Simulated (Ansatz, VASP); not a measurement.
## Mo5Rh in VASP and in Ansatz

```
Mo Rh
1.0
     3.18400    0.00000    0.00000
     0.00000    3.18400    0.00000
     0.00000    0.00000   18.44205
Mo Rh
10 2
Cartesian
  0.0000 1.5920 2.1230
  1.5920 0.0000 3.7278
  1.5920 0.0000 16.3191
  0.0000 1.5920 14.7143
  1.5920 0.0000 13.1783
  0.0000 1.5920 11.5578
  1.5920 0.0000 10.0241
  0.0000 1.5920 5.2637
  1.5920 0.0000 6.8843
  0.0000 1.5920 8.4180
  1.5920 0.0000 0.8349
  0.0000 1.5920 17.6072
```

Alike in both runs: functional PBE; k mesh 10 × 10 × 2; occupations gaussian, width 0.1 eV; no spin polarisation.

Ansatz relaxed the structure, and its values are those at the end. VASP's run is a single point on that final structure, the one shown.

|  | VASP | Ansatz |
| --- | --- | --- |
| version | VASP 6.6.1 | Ansatz 0.2.0 |
| potentials or method | VASP PAW PBE potentials, release 64 (Mo_sv, Rh_pv), cutoff 500 eV | scalar-relativistic, plane waves, PAW |
| valence electrons in the cell | 170 | 174 |

Ansatz gave:

| Property | Result |
| --- | --- |
| gap on the k mesh at the Fermi level (eV) | none |
| pressure (GPa) | 0.0 |
| rms of the force components (eV/Å) | 0.001 |

Which values does VASP return?

gap on the k mesh at the Fermi level (eV): none; pressure (GPa): 0.5; rms of the force components (eV/Å): 0.005.

A gap of «none» marks a metal or a gap that the smearing closes. VASP's potentials hold 170 valence electrons a cell and Ansatz's 174, so a difference there can come from the potentials and not from the codes.
